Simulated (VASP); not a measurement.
# NaI (rocksalt type) in VASP: further runs

The runs below take NaI (rocksalt type) through electric field gradients, with PBE.

All numbers are computed with VASP 6.6.1; they aren't measurements. Logs are shortened: lines on timing, memory, paths and dates and some standing lists are left out, and cuts for length are marked.

## (1) The cell of the first run

Symmetry: R-3m, No. 166, trigonal system. The conventional cell has a = 4.582 Å, b = 4.582 Å, c = 11.477 Å, α = 90.00°, β = 90.00°, γ = 120.00°. Na (site symmetry -3m) has 6 I at 3.26 Å within 4.3 Å. Within 4.3 Å of I (site symmetry -3m) lie 6 Na at 3.26 Å.

## (2) Electric field gradients, PBE

The input, INCAR:

```
SYSTEM = NaI
PREC = Accurate
ENCUT = 520
EDIFF = 1E-8
ISMEAR = -5
SIGMA = 0.1
LREAL = .FALSE.
LASPH = .TRUE.
NELM = 80
ALGO = Normal
ISIF = 2
LWAVE = .FALSE.
LCHARG = .FALSE.
GGA = PE
LEFG = .TRUE.
NBANDS = 14
```

The input, KPOINTS:

```
regular mesh
0
G
  11 11 11
  0 0 0
```

The input, POSCAR:

```
NaI
1.0
    0.0489635843      3.2887207471      3.2887207471
    3.2887207471      0.0489635843      3.2887207471
    3.2887207471      3.2887207471      0.0489635843
Na I
1 1
Direct
    0.0000000000      0.0000000000      0.0000000000
    0.5000000000      0.5000000000      0.5000000000
```

Potentials or basis: VASP PAW PBE potentials, release 64 (Na_pv, I).

Launch:

```console
cat potpaw_PBE.64/Na_pv/POTCAR potpaw_PBE.64/I/POTCAR > POTCAR
mpirun -np 1 vasp_std > vasp.out
```

OUTCAR:

```text
SYSTEM = NaI
   PREC = Accurate
   ENCUT = 520
   EDIFF = 1E-8
   ISMEAR = -5
   LREAL = .FALSE.
   LASPH = .TRUE.
   NELM = 80
   ISIF = 2
   GGA = PE

 ion  position               nearest neighbor table
   1  0.000  0.000  0.000-
   2  0.500  0.500  0.500-

  LATTYP: Found a trigonal (rhomboedric) cell.
 ALAT       =     4.6512112119
 COS(alpha) =     0.5148312780

  Lattice vectors:

 A1 = (   0.0489635843,   3.2887207471,   3.2887207471)
 A2 = (   3.2887207471,   0.0489635843,   3.2887207471)
 A3 = (   3.2887207471,   3.2887207471,   0.0489635843)

Analysis of symmetry for initial positions (statically):
=====================================================================
 Subroutine PRICEL returns:
 Original cell was already a primitive cell.

 Routine SETGRP: Setting up the symmetry group for a
 trigonal (rhombohedral) supercell.

 Subroutine GETGRP returns: Found 12 space group operations
 (whereof 12 operations were pure point group operations)
 out of a pool of 12 trial point group operations.

The static configuration has the point symmetry D_3d.

Analysis of symmetry for dynamics (positions and initial velocities):
=====================================================================
 Subroutine PRICEL returns:
 Original cell was already a primitive cell.

 Routine SETGRP: Setting up the symmetry group for a
 trigonal (rhombohedral) supercell.

 Subroutine GETGRP returns: Found 12 space group operations
 (whereof 12 operations were pure point group operations)
 out of a pool of 12 trial point group operations.

The dynamic configuration has the point symmetry D_3d.

 Subroutine INISYM returns: Found 12 space group operations
 (whereof 12 operations are pure point group operations),
 and found     1 'primitive' translations

----------------------------------------------------------------------------------------

                                     Primitive cell

  volume of cell :      69.5509

  direct lattice vectors                    reciprocal lattice vectors
     0.048963584  3.288720747  3.288720747    -0.155472943  0.153192167  0.153192167
     3.288720747  0.048963584  3.288720747     0.153192167 -0.155472943  0.153192167
     3.288720747  3.288720747  0.048963584     0.153192167  0.153192167 -0.155472943

  length of vectors
[... 129 lines left out ...]

  energy without entropy =       -5.38652785  energy(sigma->0) =       -5.38652785

 E-fermi :   0.7161     XC(G=0):  -7.6023

 val. band max:        0.6657339126   @ k =   0.0000   0.0000   0.0000
 cond. band min:       4.2043403703   @ k =   0.0000   0.0000   0.0000
 fundamental gap:      3.5386064577
 Fermi energy:         0.7160771466

 k-point     1 :       0.0000    0.0000    0.0000
  band No.  band energies     occupation
      1     -21.8401      2.00000
      2     -21.8401      2.00000
      3     -21.8377      2.00000
      4     -10.3208      2.00000
      5       0.5692      2.00000
      6       0.6657      2.00000
      7       0.6657      2.00000
      8       4.2043      0.00000
      9       8.4016      0.00000
     10       8.6445      0.00000
     11       8.6445      0.00000
     12      10.3408      0.00000
     13      10.3408      0.00000
     14      11.0462      0.00000
[... 377 lines left out ...]
      1     -21.8427      2.00000
      2     -21.8408      2.00000
      3     -21.8380      2.00000
      4     -10.1305      2.00000
      5      -0.6876      2.00000
      6       0.1131      2.00000
      7       0.4724      2.00000
      8       6.0942      0.00000
      9       7.7376      0.00000
     10       8.0202      0.00000
     11       8.7041      0.00000
     12       9.3483      0.00000
     13      11.6140      0.00000
     14      12.6197      0.00000

 [... further k-points ...]
[... 5 lines left out ...]
  --------------------------------------------------------------------------------------
  -------------------------------------------------------------------------------------
  Total        0.0074588      0.0074588      0.0074588     -0.0469822     -0.0469822     -0.0469822
  in kB        0.1718216      0.1718216      0.1718216     -1.0822842     -1.0822842     -1.0822842
  external PRESSURE =       0.1718216 kB  Pullay stress =       0.0000000 kB

 VOLUME and BASIS-vectors are now :
 -----------------------------------------------------------------------------
  energy-cutoff  :      520.00
  volume of cell :       69.55
      direct lattice vectors                 reciprocal lattice vectors
     0.048963584  3.288720747  3.288720747    -0.155472943  0.153192167  0.153192167
     3.288720747  0.048963584  3.288720747     0.153192167 -0.155472943  0.153192167
     3.288720747  3.288720747  0.048963584     0.153192167  0.153192167 -0.155472943

 POSITION                                       TOTAL-FORCE (eV/Angst)
 -----------------------------------------------------------------------------------
      0.00000      0.00000      0.00000        -0.000000      0.000000      0.000000
      3.31320      3.31320      3.31320         0.000000     -0.000000     -0.000000
 -----------------------------------------------------------------------------------
    total drift:                                0.000000      0.000000      0.000000

  FREE ENERGIE OF THE ION-ELECTRON SYSTEM (eV)
  ---------------------------------------------------
  free  energy   TOTEN  =        -5.3865278550 eV

  energy  without entropy=       -5.3865278550  energy(sigma->0) =       -5.38652785

 Electric field gradients (V/A^2)
---------------------------------------------------------------------
 ion       V_xx      V_yy      V_zz      V_xy      V_xz      V_yz
---------------------------------------------------------------------
   1       0.000    -0.000    -0.000    -0.212    -0.212    -0.212
   2       0.000     0.000    -0.000     6.726     6.726     6.726
---------------------------------------------------------------------

 Electric field gradients after diagonalization (V/A^2)
 (convention: |V_zz| > |V_xx| > |V_yy|)
----------------------------------------------------------------------
 ion       V_xx      V_yy      V_zz     asymmetry (V_yy - V_xx)/ V_zz
----------------------------------------------------------------------
   1       0.212     0.212    -0.424       0.000
   2      -6.726    -6.726    13.453       0.000
----------------------------------------------------------------------

           NMR quadrupolar parameters

 Cq : quadrupolar parameter    Cq=e*Q*V_zz/h
 eta: asymmetry parameters     (V_yy - V_xx)/ V_zz
 Q  : nuclear electric quadrupole moment in mb (millibarn)
----------------------------------------------------------------------
 ion       Cq(MHz)       eta       Q (mb)
----------------------------------------------------------------------
   1      -0.001       0.000       1.000
   2       0.033       0.000       1.000
----------------------------------------------------------------------
```

OSZICAR:

```text
N       E                     dE             d eps       ncg     rms          rms(c)
DAV:   1     0.824985684723E+02    0.82499E+02   -0.65653E+03  4094   0.889E+02
DAV:   2     0.126985928190E+01   -0.81229E+02   -0.76010E+02  4318   0.216E+02
DAV:   3    -0.529299620183E+01   -0.65629E+01   -0.65212E+01  5318   0.601E+01
DAV:   4    -0.545418360561E+01   -0.16119E+00   -0.16115E+00  5124   0.972E+00
DAV:   5    -0.545817015434E+01   -0.39865E-02   -0.39865E-02  5586   0.148E+00    0.160E+00
DAV:   6    -0.539357869358E+01    0.64591E-01   -0.75059E-02  4982   0.157E+00    0.108E+00
DAV:   7    -0.538435139693E+01    0.92273E-02   -0.67276E-02  5192   0.132E+00    0.612E-01
DAV:   8    -0.538655378413E+01   -0.22024E-02   -0.56997E-03  4844   0.589E-01    0.181E-01
DAV:   9    -0.538651252556E+01    0.41259E-04   -0.21469E-04  4856   0.125E-01    0.429E-02
DAV:  10    -0.538652659942E+01   -0.14074E-04   -0.38930E-05  5090   0.613E-02    0.104E-02
DAV:  11    -0.538652746458E+01   -0.86516E-06   -0.41213E-06  5336   0.189E-02    0.189E-03
DAV:  12    -0.538652779327E+01   -0.32868E-06   -0.56624E-07  4736   0.534E-03    0.100E-03
DAV:  13    -0.538652784567E+01   -0.52403E-07   -0.12196E-08  5420   0.863E-04    0.282E-04
DAV:  14    -0.538652785496E+01   -0.92871E-08   -0.90324E-09  4706   0.588E-04
   1 F= -.53865279E+01 E0= -.53865279E+01  d E =0.000000E+00
```

stdout:

```text
POSCAR found type information on POSCAR NaI
 POSCAR found :  2 types and       2 ions
 scaLAPACK will be used
 LDA part: xc-table for (Slater+PW92), standard interpolation
 POSCAR, INCAR and KPOINTS ok, starting setup
 FFT: planning ... GRIDC
 FFT: planning ... GRID_SOFT
 FFT: planning ... GRID
 WAVECAR not read
 entering main loop
ion   1

ion   2
```

It took 3.3 min on 1 thread of Intel Xeon 8259CL, shared host; peak memory 0.3 GiB.

What came out:

* Free energy: -5.3865 eV
* Pressure: 0.0 GPa
* Band gap on the k mesh: 3.54 eV
* Largest electric field gradient by atom: Na -0.4; I +13.5 V/Å²

Electric field gradients, principal values (V/Å²):
```csv
atom,least,middle,greatest (by size)
1 Na,0.212,0.212,-0.424
2 I,-6.726,-6.726,13.453
```

Caveat: without QUAD_EFG the Cq values of the log hold for a quadrupole moment of 1 mb, not for the nuclei; spin-orbit coupling is left out, which moves the levels of the heavy elements. A k mesh can miss the band edges.

## (3) Electric field gradients, PBE (atom 2 (I) moved by [0.056569, 0.056569, 0.0] A)

The input, INCAR:

```
  PREC = Accurate
  ENCUT = 520
  EDIFF = 1E-8
  ISMEAR = -1
  SIGMA = 0.08
  LREAL = False
  LASPH = True
  NELM = 80
  ALGO = Normal
  ISIF = 2
  LWAVE = False
  LCHARG = False
  GGA = PE
  LEFG = True
  NBANDS = 14
```

The input, KPOINTS:

```
Automatic mesh
0
Gamma
  11 11 11
```

The input, POSCAR:

```
NaI
1.0
    0.0000000000      3.2642389549      3.2642389549
    3.2642389549      0.0000000000      3.2642389549
    3.2642389549      3.2642389549      0.0000000000
Na I
1 1
Direct
    0.0000000000      0.0000000000      0.0000000000
    0.5000000000      0.5000000000      0.5173299200
```

Potentials or basis: VASP PAW PBE potentials, release 64 (Na_pv, I).

Launch:

```console
cat potpaw_PBE.64/Na_pv/POTCAR potpaw_PBE.64/I/POTCAR > POTCAR
mpirun -np 1 vasp_std > vasp.out
```

OUTCAR:

```text
PREC = Accurate
   ENCUT = 520
   EDIFF = 1E-8
   ISMEAR = -1
   LREAL = False
   LASPH = True
   NELM = 80
   ISIF = 2
   GGA = PE

 ion  position               nearest neighbor table
   1  0.000  0.000  0.000-
   2  0.500  0.500  0.517-

  LATTYP: Found a face centered cubic cell.
 ALAT       =     6.5284779098

  Lattice vectors:

 A1 = (   0.0000000000,   3.2642389549,   3.2642389549)
 A2 = (   3.2642389549,   0.0000000000,   3.2642389549)
 A3 = (   3.2642389549,   3.2642389549,   0.0000000000)
[... 616 lines left out ...]

  FREE ENERGIE OF THE ION-ELECTRON SYSTEM (eV)
  ---------------------------------------------------
  free  energy   TOTEN  =        -5.3850895697 eV

  energy  without entropy=       -5.3850895697  energy(sigma->0) =       -5.38508957

 Electric field gradients (V/A^2)
---------------------------------------------------------------------
 ion       V_xx      V_yy      V_zz      V_xy      V_xz      V_yz
---------------------------------------------------------------------
   1      -0.046    -0.046     0.092     0.093     0.003     0.003
   2      -0.174    -0.174     0.349    -0.208    -0.000    -0.000
---------------------------------------------------------------------

 Electric field gradients after diagonalization (V/A^2)
 (convention: |V_zz| > |V_xx| > |V_yy|)
----------------------------------------------------------------------
 ion       V_xx      V_yy      V_zz     asymmetry (V_yy - V_xx)/ V_zz
----------------------------------------------------------------------
   1       0.092     0.046    -0.139       0.333
   2       0.349     0.034    -0.383       0.822
----------------------------------------------------------------------

           NMR quadrupolar parameters

 Cq : quadrupolar parameter    Cq=e*Q*V_zz/h
 eta: asymmetry parameters     (V_yy - V_xx)/ V_zz
 Q  : nuclear electric quadrupole moment in mb (millibarn)
----------------------------------------------------------------------
 ion       Cq(MHz)       eta       Q (mb)
----------------------------------------------------------------------
   1      -0.000       0.333       1.000
   2      -0.001       0.822       1.000
----------------------------------------------------------------------
```

Wall time 4.3 min (1 thread of Intel Xeon 8259CL, shared host); peak memory 0.35 GiB.

Results:

| Property | Result |
| --- | --- |
| Free energy | -5.3851 eV |
| Pressure | 0.0 GPa |
| Largest force | 0.062 eV/Å |
| Band gap on the k mesh | 3.58 eV |
| Largest electric field gradient by atom | Na -0.1; I -0.4 V/Å² |

Forces on the atoms (eV/Å):
```
Na   0.044  0.044  0.000
I   -0.044 -0.044  0.000
```

Electric field gradients, principal values (V/Å²):
| atom | least | middle | greatest (by size) |
| --- | --- | --- | --- |
| 1 Na | 0.046 | 0.092 | -0.139 |
| 2 I | 0.034 | 0.349 | -0.383 |

Caveat: the cell differs from its parent crystal (atom 2 (I) moved by [0.056569, 0.056569, 0.0] A); without QUAD_EFG the Cq values of the log hold for a quadrupole moment of 1 mb, not for the nuclei; spin-orbit coupling is left out, which moves the levels of the heavy elements. A k mesh can miss the band edges.
